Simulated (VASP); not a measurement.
# In3GeO2 (Cmmm) in VASP: single point with PBE

Aim: the single point of In3GeO2 with PBE.

Everything below comes from runs of VASP 6.6.1. Logs are shortened: lines on timing, memory, paths and dates and some standing lists are left out, and cuts for length are marked.

### Step 1. The cell of the first run

It takes space group Cmmm (No. 65, orthorhombic). The conventional cell has a = 5.693 Å, b = 14.132 Å, c = 3.097 Å, α = 90.00°, β = 90.00°, γ = 90.00°. Within 3.1 Å of In (site symmetry m2m) lie 4 O at 2.25 Å and 1 Ge at 2.73 Å and 2 In at 3.10 Å. Within 4.3 Å of In (site symmetry mmm) lie 10 In at 3.10 to 4.24 Å and 4 Ge at 3.24 Å and 4 O at 3.81 Å. Within 3.6 Å of Ge (site symmetry mmm) lie 6 In at 2.73 to 3.24 Å and 2 Ge at 3.10 Å. O (site symmetry 2/m) has 4 In at 2.25 Å and 4 O at 2.85 to 3.10 Å within 3.1 Å.

The cell was built from a structure type or drawn by symmetry, and may not be a known phase.

### Step 2. Single point, PBE

INCAR

```
  ALGO = Normal
  EDIFF = 1E-6
  ENCUT = 520
  GGA = PE
  ISIF = 2
  ISMEAR = 0
  LASPH = T
  LCHARG = T
  LELF = T
  LREAL = F
  LVHAR = T
  LWAVE = F
  NBANDS = 42
  NELM = 80
  PREC = Accurate
  SIGMA = 0.1
```

KPOINTS

```
k-points
0
Gamma
  8 8 12
```

POSCAR

```
In3GeO2
1.0
    2.8463662777     -7.0658169567      0.0000000000
    2.8463662777      7.0658169567      0.0000000000
    0.0000000000      0.0000000000      3.0967171048
In Ge O
3 1 2
Direct
    0.8066138345      0.1933861655      0.0000000000
    0.1933861655      0.8066138345      0.0000000000
    0.5000000000      0.5000000000      0.5000000000
    0.0000000000      0.0000000000      0.0000000000
    0.5000000000      0.0000000000      0.5000000000
    0.0000000000      0.5000000000      0.5000000000
```

Potentials or basis: VASP PAW PBE potentials, release 64 (In_d, Ge_d, O).

Command:

```
$ cat potpaw_PBE.64/In_d/POTCAR potpaw_PBE.64/Ge_d/POTCAR potpaw_PBE.64/O/POTCAR > POTCAR
$ mpirun -np 1 vasp_std > vasp.out
```

OUTCAR:

```text
EDIFF = 1E-6
   ENCUT = 520
   GGA = PE
   ISIF = 2
   ISMEAR = 0
   LASPH = T
   LREAL = F
   NELM = 80
   PREC = Accurate

 ion  position               nearest neighbor table
   1  0.807  0.193  0.000-   5 2.25   6 2.25   5 2.25   6 2.25   4 2.73   2 3.27   2 3.27
   2  0.193  0.807  0.000-   5 2.25   6 2.25   5 2.25   6 2.25   4 2.73   1 3.27   1 3.27
   3  0.500  0.500  0.500-   4 3.24   4 3.24   4 3.24   4 3.24
   4  0.000  0.000  0.000-   1 2.73   2 2.73   3 3.24   3 3.24   3 3.24   3 3.24
   5  0.500  0.000  0.500-   1 2.25   2 2.25   1 2.25   2 2.25
   6  0.000  0.500  0.500-   1 2.25   2 2.25   1 2.25   2 2.25

  LATTYP: Found a base centered orthorhombic cell.
 ALAT       =     5.6927325554
 B/A-ratio  =     2.4823990546
 C/A-ratio  =     0.5439772683

  Lattice vectors:

 A1 = (   2.8463662777,  -7.0658169567,   0.0000000000)
 A2 = (   2.8463662777,   7.0658169567,   0.0000000000)
 A3 = (   0.0000000000,   0.0000000000,   3.0967171048)

Analysis of symmetry for initial positions (statically):
=====================================================================
 Subroutine PRICEL returns:
 Original cell was already a primitive cell.

 Routine SETGRP: Setting up the symmetry group for a
 base centered orthorhombic supercell.

 Subroutine GETGRP returns: Found  8 space group operations
 (whereof  8 operations were pure point group operations)
 out of a pool of  8 trial point group operations.

The static configuration has the point symmetry D_2h.

Analysis of symmetry for dynamics (positions and initial velocities):
=====================================================================
 Subroutine PRICEL returns:
 Original cell was already a primitive cell.

 Routine SETGRP: Setting up the symmetry group for a
 base centered orthorhombic supercell.

 Subroutine GETGRP returns: Found  8 space group operations
 (whereof  8 operations were pure point group operations)
 out of a pool of  8 trial point group operations.

The dynamic configuration has the point symmetry D_2h.

 Subroutine INISYM returns: Found  8 space group operations
 (whereof  8 operations are pure point group operations),
 and found     1 'primitive' translations

----------------------------------------------------------------------------------------

                                     Primitive cell

  volume of cell :     124.5617

  direct lattice vectors                    reciprocal lattice vectors
     2.846366278 -7.065816957  0.000000000     0.175662565 -0.070763226  0.000000000
     2.846366278  7.065816957  0.000000000     0.175662565  0.070763226  0.000000000
     0.000000000  0.000000000  3.096717105     0.000000000  0.000000000  0.322922620

  length of vectors
     7.617582967  7.617582967  3.096717105     0.189379964  0.189379964  0.322922620

  position of ions in fractional coordinates (direct lattice)
     0.806613834  0.193386166  0.000000000
     0.193386166  0.806613834  0.000000000
     0.500000000  0.500000000  0.500000000
     0.000000000  0.000000000  0.000000000
     0.500000000  0.000000000  0.500000000
     0.000000000  0.500000000  0.500000000

  ion indices of the primitive-cell ions
   primitive index   ion index
                 1           1
                 2           2
                 3           3
                 4           4
                 5           5
                 6           6

----------------------------------------------------------------------------------------

 KPOINTS: k-points

Automatic generation of k-mesh.
 Grid dimensions read from file:
 generate k-points for:    8    8   12

 Generating k-lattice:

  Cartesian coordinates                     Fractional coordinates (reciprocal lattice)
     0.021957821 -0.008845403  0.000000000     0.125000000  0.000000000  0.000000000
     0.021957821  0.008845403  0.000000000     0.000000000  0.125000000  0.000000000
     0.000000000  0.000000000  0.026910218     0.000000000  0.000000000  0.083333333

  Length of vectors
     0.023672495  0.023672495  0.026910218

  Shift w.r.t. Gamma in fractional coordinates (k-lattice)
     0.000000000  0.000000000  0.000000000

 Subroutine IBZKPT returns following result:
 ===========================================

 Found    147 irreducible k-points:

 Following reciprocal coordinates:
            Coordinates               Weight
  0.000000  0.000000  0.000000      1.000000
  0.125000 -0.000000  0.000000      4.000000
  0.250000 -0.000000  0.000000      4.000000
  0.375000  0.000000  0.000000      4.000000
  0.500000 -0.000000  0.000000      2.000000
  0.125000  0.125000  0.000000      2.000000
[... 16 lines left out ...]
  0.125000 -0.000000  0.083333      8.000000
  0.250000 -0.000000  0.083333      8.000000
 [... further k-points ...]
   k-points           NKPTS =    147   k-points in BZ     NKDIM =    147   number of bands    NBANDS=     42
   number of dos      NEDOS =    301   number of ions     NIONS =      6
   total plane-waves  NPLWV =  86400
   dimension x,y,z NGX =    60 NGY =   60 NGZ =   24
   dimension x,y,z NGXF=   120 NGYF=  120 NGZF=   48
   ions per type =               3   1   2
   NGX,Y,Z   is equivalent  to a cutoff of  13.09, 13.09, 12.88 a.u.
   NGXF,Y,Z  is equivalent  to a cutoff of  26.19, 26.19, 25.77 a.u.
 SYSTEM =  unknown system
   PREC   = accura    normal or accurate (medium, high low for compatibility)
   ISTART =      0    job   : 0-new  1-cont  2-samecut
   ICHARG =      2    charge: 1-file 2-atom 10-const
   ISPIN  =      1    spin polarized calculation?
   LNONCOLLINEAR =      F non collinear calculations
   LSORBIT =      F    spin-orbit coupling
   LASPH  =      T    aspherical Exc in radial PAW
   ENCUT  =  520.0 eV  38.22 Ry    6.18 a.u.  14.16 14.16  5.76*2*pi/ulx,y,z
   NELM   =     80;   NELMIN=  2; NELMDL= -5     # of ELM steps
   EDIFF  = 0.1E-05   stopping-criterion for ELM
   LREAL  =      F    real-space projection
   EDIFFG = 0.1E-04   stopping-criterion for IOM
   NSW    =      0    number of steps for IOM
   IBRION =     -1    ionic relax: 0-MD 1-quasi-New 2-CG
   NFREE  =      0    steps in history (QN), initial steepest desc. (CG)
   ISIF   =      2    stress and relaxation
   ISYM   =      2    0-nonsym 1-usesym 2-fastsym
   POTIM  = 0.5000    time-step for ionic-motion
   TEBEG  =    0.0;   TEEND  =   0.0 temperature during run
   PSTRESS=    0.0 pullay stress
   NELECT =      65.0000    total number of electrons
   NUPDOWN=      -1.0000    fix difference up-down
   EMIN   =  10.00;   EMAX   =-10.00  energy-range for DOS
   EFERMI =   0.00;   METHOD = LEGACY
   ISMEAR =     0;   SIGMA  =   0.10  broadening in eV -4-tet -1-fermi 0-gaus
   EFERMI_NEDOS =   21; number of points for ismear=-14 and -15
   IALGO  =     38    algorithm
   IMIX   =      4    mixing-type and parameters
     AMIX     =   0.40;   BMIX     =  1.00
     AMIX_MAG =   1.60;   BMIX_MAG =  1.00
  volume/ion in A,a.u.               =      20.76       140.10
  Fermi-wavevector in a.u.,A,eV,Ry     =   1.318007  2.490672 23.635258  1.737142
  Thomas-Fermi vector in A             =   2.448008
   LORBIT       =      0    0 simple, 1 ext, 2 COOP (PROOUT), +10 PAW based schemes
   GGA     = PE    functional components
   LHFCALC =     F    Hartree Fock is set to
   AEXX    =    0.0000 exact exchange contribution
   IVDW    =     0    specifies the selected vdW correction
   LEPSILON=     F    determine dielectric tensor
   LRPA    =     F    only Hartree local field effects (RPA)
 non-spin polarized calculation
 Gauss-broadening in eV      SIGMA  =   0.10
  energy-cutoff  :      520.00
  volume of cell :      124.56
 maximum number of plane-waves:      3392
 NGX is ok and might be reduce to    60
   NGX = 29   NGY = 29   NGZ = 11

 number of electron      64.9999996 magnetization

 Free energy of the ion-electron system (eV)
  ---------------------------------------------------
  ext. energy  EPLUGINS =         0.00000000
  ---------------------------------------------------
  free energy    TOTEN  =       -25.48646282 eV

  energy without entropy =      -25.47746970  energy(sigma->0) =      -25.48196626

 E-fermi :   6.0041     XC(G=0):  -9.8275

 val. band max:        5.9970406929   @ k =   0.5000   0.3750   0.4167
 cond. band min:       6.0046435757   @ k =   0.5000   0.1250   0.1667
 fundamental gap:      0.0076028828
 Fermi energy:         6.0041036819

 k-point     1 :       0.0000    0.0000    0.0000
  band No.  band energies     occupation
      1     -18.7566      2.00000
      2     -18.7205      2.00000
      3     -18.7075      2.00000
      4     -18.7007      2.00000
      5     -18.6756      2.00000
      6     -13.4209      2.00000
[... 34 lines left out ...]
     41      13.4056      0.00000
     42      13.4638      0.00000

 k-point     2 :       0.1250   -0.0000    0.0000
  band No.  band energies     occupation
      1     -18.7566      2.00000
      2     -18.7205      2.00000
      3     -18.7075      2.00000
      4     -18.7007      2.00000
      5     -18.6756      2.00000
      6     -13.3969      2.00000
[... 34 lines left out ...]
     41      13.2629      0.00000
     42      13.3928      0.00000

 k-point     3 :       0.2500   -0.0000    0.0000
  band No.  band energies     occupation
      1     -18.7566      2.00000
      2     -18.7205      2.00000
      3     -18.7074      2.00000
      4     -18.7007      2.00000
      5     -18.6756      2.00000
      6     -13.3274      2.00000
[... 34 lines left out ...]
     41      13.5740      0.00000
     42      13.8704      0.00000

 k-point     4 :       0.3750    0.0000    0.0000
  band No.  band energies     occupation
      1     -18.7565      2.00000
      2     -18.7204      2.00000
      3     -18.7074      2.00000
      4     -18.7007      2.00000
      5     -18.6756      2.00000
      6     -13.2204      2.00000
[... 844 lines left out ...]
     41      13.2524      0.00000
     42      13.6352      0.00000

 k-point    23 :       0.1250   -0.0000    0.0833
  band No.  band energies     occupation
      1     -18.7531      2.00000
      2     -18.7220      2.00000
      3     -18.7066      2.00000
      4     -18.7006      2.00000
      5     -18.6771      2.00000
      6     -13.3664      2.00000
[... 34 lines left out ...]
     41      13.2869      0.00000
     42      13.3914      0.00000

 k-point    24 :       0.2500   -0.0000    0.0833
  band No.  band energies     occupation
      1     -18.7530      2.00000
      2     -18.7220      2.00000
      3     -18.7066      2.00000
      4     -18.7006      2.00000
      5     -18.6770      2.00000
      6     -13.3006      2.00000
[... 34 lines left out ...]
     41      13.5096      0.00000
     42      13.8958      0.00000

 [... further k-points ...]
[... 5 lines left out ...]
  --------------------------------------------------------------------------------------
  -------------------------------------------------------------------------------------
  Total        0.1123841      0.0087040      0.1198051     -0.0000000      0.0000000      0.0000000
  in kB        1.4455422      0.1119556      1.5409950     -0.0000000      0.0000000      0.0000000
  external PRESSURE =       1.0328309 kB  Pullay stress =       0.0000000 kB

 VOLUME and BASIS-vectors are now :
 -----------------------------------------------------------------------------
  energy-cutoff  :      520.00
  volume of cell :      124.56
      direct lattice vectors                 reciprocal lattice vectors
     2.846366278 -7.065816957  0.000000000     0.175662565 -0.070763226  0.000000000
     2.846366278  7.065816957  0.000000000     0.175662565  0.070763226  0.000000000
     0.000000000  0.000000000  3.096717105     0.000000000  0.000000000  0.322922620

 POSITION                                       TOTAL-FORCE (eV/Angst)
 -----------------------------------------------------------------------------------
      2.84637     -4.33295      0.00000        -0.000000     -0.031586     -0.000000
      2.84637      4.33295      0.00000        -0.000000      0.031586      0.000000
      2.84637      0.00000      1.54836        -0.000000     -0.000000     -0.000000
      0.00000      0.00000      0.00000         0.000000     -0.000000     -0.000000
      1.42318     -3.53291      1.54836        -0.000000     -0.000000     -0.000000
      1.42318      3.53291      1.54836        -0.000000     -0.000000     -0.000000
 -----------------------------------------------------------------------------------
    total drift:                                0.000000     -0.000000      0.000000

  FREE ENERGIE OF THE ION-ELECTRON SYSTEM (eV)
  ---------------------------------------------------
  free  energy   TOTEN  =       -25.4864628160 eV

  energy  without entropy=      -25.4774696992  energy(sigma->0) =      -25.48196626
```

Run time: 20 min. Hardware: 1 thread of Intel Xeon 8259CL, shared host; peak memory 0.76 GiB.

What came out:

```
Free energy            : -25.4865 eV
Pressure               : 0.1 GPa
Largest force          : 0.032 eV/Å
Band gap on the k mesh : zero (an odd number of electrons rules out a gap without spin polarisation)
```

Forces in eV/Å, atoms in the order of the input:
```
In   0.000 -0.032  0.000
In   0.000  0.032  0.000
In   0.000  0.000  0.000
Ge   0.000  0.000  0.000
O    0.000  0.000  0.000
O    0.000  0.000  0.000
```

Caveat: spin-orbit coupling is left out, which moves the levels of the heavy elements; an odd number of electrons without spin polarisation forces a metal; a magnetic or distorted state may lie lower.
